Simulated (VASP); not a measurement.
A run of VASP 6.6.1 is set up as follows.

File INCAR:

```
PREC     = Accurate       # precision mode
ENCUT    = 520            # plane-wave cutoff, eV
EDIFF    = 1E-6           # SCF threshold, eV
ISMEAR   = 0              # smearing method
SIGMA    = 0.01           # smearing width, eV
LREAL    = Auto         
LASPH    = T              # aspherical terms in the spheres
NELM     = 60             # most SCF steps
ALGO     = Normal         # electronic algorithm
ISIF     = 2              # what is computed and relaxed
LWAVE    = F              # write WAVECAR
LCHARG   = F              # write CHGCAR
GGA      = PE             # functional
NBANDS   = 180            # bands
LUSENCCL = F
```

The input KPOINTS:

```
Automatic mesh
0
Gamma
  2 2 2
  0.5 0.5 0.5
```

The input POSCAR:

```
SnSe2
1.0
   -3.8716723150     -6.7059331600      6.9711010488
    7.7433446302      0.0000000001      6.9711010488
   -3.8716723151      6.7059331600      6.9711010488
Sn Se
12 24
Direct
    0.6666666667      0.1666666667      0.1666666667
    0.5000000000      1.0000000000      0.5000000000
    0.8333333333      0.3333333333      0.8333333333
    0.5000000000      0.5000000000      0.0000000000
    0.8333333333      0.8333333333      0.3333333333
    0.0000000000      0.0000000000      0.0000000000
    0.3333333333      0.3333333333      0.3333333333
    0.6666666667      0.6666666667      0.6666666667
    0.1666666667      0.1666666667      0.6666666667
    0.1666666667      0.6666666667      0.1666666667
    1.0000000000      0.5000000000      0.5000000000
    0.3333333333      0.8333333333      0.8333333333
    0.7570871510      0.5904204844      0.4237538177
    0.5904204844      0.4237538177      0.7570871510
    0.9237538177      0.7570871510      0.0904204844
    0.5904204844      0.9237538177      0.2570871510
    0.9237538177      0.2570871510      0.5904204844
    0.0904204844      0.4237538177      0.2570871510
    0.4237538177      0.7570871510      0.5904204844
    0.7570871510      0.0904204844      0.9237538177
    0.2570871510      0.5904204844      0.9237538177
    0.2570871510      0.0904204844      0.4237538177
    0.0904204844      0.9237538177      0.7570871510
    0.4237538177      0.2570871510      0.0904204844
    0.5762461823      0.2429128490      0.4095795156
    0.4095795156      0.0762461823      0.7429128490
    0.7429128490      0.4095795156      0.0762461823
    0.4095795156      0.5762461823      0.2429128490
    0.7429128490      0.9095795156      0.5762461823
    0.9095795156      0.0762461823      0.2429128490
    0.2429128490      0.4095795156      0.5762461823
    0.5762461823      0.7429128490      0.9095795156
    0.0762461823      0.2429128490      0.9095795156
    0.0762461823      0.7429128490      0.4095795156
    0.9095795156      0.5762461823      0.7429128490
    0.2429128490      0.9095795156      0.0762461823
```

Potentials or basis: VASP PAW PBE potentials, release 64 (Sn_d, Se).

Launch:

```sh
$ cat potpaw_PBE.64/Sn_d/POTCAR potpaw_PBE.64/Se/POTCAR > POTCAR
$ mpirun -np 1 vasp_std > vasp.out
```

Problem. What does it give for the band gap on the k mesh?

Solution. 0.86 eV.

Problem. Estimate the pressure.

Solution. 0.1 GPa.

Problem. What does it give for the largest force?

Solution. 0.017 eV/Å.

Forces in eV/Å, atoms in the order of the input:
```
Sn   0.000  0.000  0.000
Sn   0.000  0.000  0.000
Sn   0.000  0.000  0.000
Sn   0.000  0.000  0.000
Sn   0.000  0.000  0.000
Sn   0.000  0.000  0.000
Sn   0.000  0.000  0.000
Sn   0.000  0.000  0.000
Sn   0.000  0.000  0.000
Sn   0.000  0.000  0.000
Sn   0.000  0.000  0.000
Sn   0.000  0.000  0.000
Se   0.000  0.000 -0.017
Se   0.000  0.000 -0.017
Se   0.000  0.000 -0.017
Se   0.000  0.000 -0.017
Se   0.000  0.000 -0.017
Se   0.000  0.000 -0.017
Se   0.000  0.000 -0.017
Se   0.000  0.000 -0.017
Se   0.000  0.000 -0.017
Se   0.000  0.000 -0.017
Se   0.000  0.000 -0.017
Se   0.000  0.000 -0.017
Se   0.000  0.000  0.017
Se   0.000  0.000  0.017
Se   0.000  0.000  0.017
Se   0.000  0.000  0.017
Se   0.000  0.000  0.017
Se   0.000  0.000  0.017
Se   0.000  0.000  0.017
Se   0.000  0.000  0.017
Se   0.000  0.000  0.017
Se   0.000  0.000  0.017
Se   0.000  0.000  0.017
Se   0.000  0.000  0.017
```

Caveat: spin-orbit coupling is left out, which moves the levels of the heavy elements; a shifted mesh leaves out Γ, where band edges can lie. A k mesh can miss the band edges.
